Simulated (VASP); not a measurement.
# Sb5O: single point with PBE

Crystal: Sb5O.

```xyz
6
Lattice="5.6461 0.0000 0.0000 0.0000 5.6461 0.0000 0.0000 0.0000 8.6713" Properties=species:S:1:pos:R:3 pbc="T T T"
Sb    0.0000    2.8230    4.3356
Sb    2.8230    0.0000    4.3356
Sb    0.0000    0.0000    7.3582
Sb    0.0000    0.0000    1.3131
Sb    0.0000    0.0000    4.3356
O     2.8230    2.8230    0.0000
```

The cell was generated, and may not be a known phase.

* Program: VASP 6.6.1
* Task: single point
* Functional: PBE
* Potentials or basis: VASP PAW PBE potentials, release 64 (Sb, O)
* Cutoff: 520 eV
* k mesh: 8 × 8 × 4
* Occupations: gaussian, width 0.1 eV
* Spin: no spin polarisation
* Dipole correction: no
* Further INCAR settings: ALGO = Fast; EDIFF = 1e-07; NBANDS = 24

```yaml
Pressure: 0.0 GPa
Largest_force: 0.017 eV/Å
Band_gap_on_the_k_mesh: zero (an odd number of electrons rules out a gap without spin polarisation)
```

Forces in eV/Å, atoms in the order of the input:
```
Sb   0.000  0.000  0.000
Sb   0.000  0.000  0.000
Sb   0.000  0.000 -0.017
Sb   0.000  0.000  0.017
Sb   0.000  0.000  0.000
O    0.000  0.000  0.000
```

Levels at points of the mesh, in eV from the Fermi level:
```csv
k point,band 11,band 12,band 13,band 14,band 15,band 16,band 17,band 18,band 19,band 20
"(0.00, 0.00, 0.00)",-0.87,-0.87,-0.15,0.05,0.05,0.13,0.36,0.36,0.69,0.69
"(0.50, 0.00, 0.00)",-1.28,-0.67,-0.65,-0.65,-0.22,-0.18,-0.05,0.66,0.76,1.09
"(0.50, 0.50, 0.00)",-1.24,-1.24,-1.22,-0.11,0.05,0.05,0.12,0.89,0.89,1.82
"(0.00, 0.00, 0.50)",-1.07,-0.10,-0.07,0.00,0.00,0.12,0.34,0.34,1.23,1.23
"(0.50, 0.00, 0.50)",-0.88,-0.64,-0.28,-0.19,-0.15,0.13,0.23,0.66,0.93,1.27
"(0.50, 0.50, 0.50)",-0.24,-0.24,-0.09,0.12,0.28,0.28,0.49,0.49,1.29,1.29
```

Run time: 8.6 min on 1 thread of Oxide Virtual Turin-like Processor (shared host), peak memory 0.45 GiB.

Caveat: spin-orbit coupling is left out, which moves the levels of the heavy elements; an odd number of electrons without spin polarisation forces a metal; a magnetic or distorted state may lie lower.
